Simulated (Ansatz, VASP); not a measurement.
**CaS: VASP beside Ansatz**

File INCAR:

```
SYSTEM = CaS
ALGO     = Normal         ! electronic algorithm
EDIFF    = 1E-6           ! SCF threshold, eV
ENCUT    = 500            ! plane-wave cutoff, eV
GGA      = PE             ! functional
GGA_COMPAT= .FALSE.      
ISIF     = 2              ! what is computed and relaxed
ISMEAR   = -1             ! smearing method
LASPH    = .TRUE.         ! aspherical terms in the spheres
LCHARG   = .FALSE.        ! write CHGCAR
LREAL    = .FALSE.        ! projectors in reciprocal space
LWAVE    = .FALSE.        ! write WAVECAR
NBANDS   = 15             ! bands
NELM     = 120            ! most SCF steps
PREC     = Accurate       ! precision mode
SIGMA    = 0.01           ! smearing width, eV
```

KPOINTS

```
k-points
0
G
  7 7 7
  0 0 0
```

The input POSCAR:

```
CaS
1.0
    0.0000000000      2.8430000000      2.8430000000
    2.8430000000      0.0000000000      2.8430000000
    2.8430000000      2.8430000000      0.0000000000
Ca S
1 1
Direct
    0.0000000000      0.0000000000      0.0000000000
    0.5000000000      0.5000000000      0.5000000000
```

Input for Ansatz:

```yaml
crystal:
  lattice:
    - [0.0, 2.843, 2.843]
    - [2.843, 0.0, 2.843]
    - [2.843, 2.843, 0.0]
  atoms:
    - { symbol: Ca, position: [0.0, 0.0, 0.0] }
    - { symbol: S, position: [0.5, 0.5, 0.5] }
kpoints:
  mp_grid: { grid: [7, 7, 7] }
scf:
  occupations: { method: fermi_dirac, width: 0.01 }
hamiltonian:
  xc: pbe
  pseudopotentials:
    kind: all_electron
    lapw: { basis_error: 0.00025, muffin_tin_radii: { S: 1.023, Ca: 1.023 } }
output:
  forces: true
  stress: true
  eigenvalues: true
```

Alike in both runs: task single point; functional PBE; k mesh 7 × 7 × 7; occupations fermi-dirac, width 0.01 eV; no spin polarisation.

|  | VASP | Ansatz |
| --- | --- | --- |
| version | VASP 6.6.1 | Ansatz 0.2.0 |
| potentials or method | VASP PAW PBE potentials, release 64 (Ca_sv, S), cutoff 500 eV | all-electron LAPW, scalar-relativistic |

```tsv
	VASP	Ansatz	Ansatz less VASP
gap on the k mesh at the Fermi level (eV)	2.41	2.42	+0.006
pressure (GPa)	1.0	0.8	-0.16
```

Ansatz ran all-electron here, and VASP with PAW potentials.
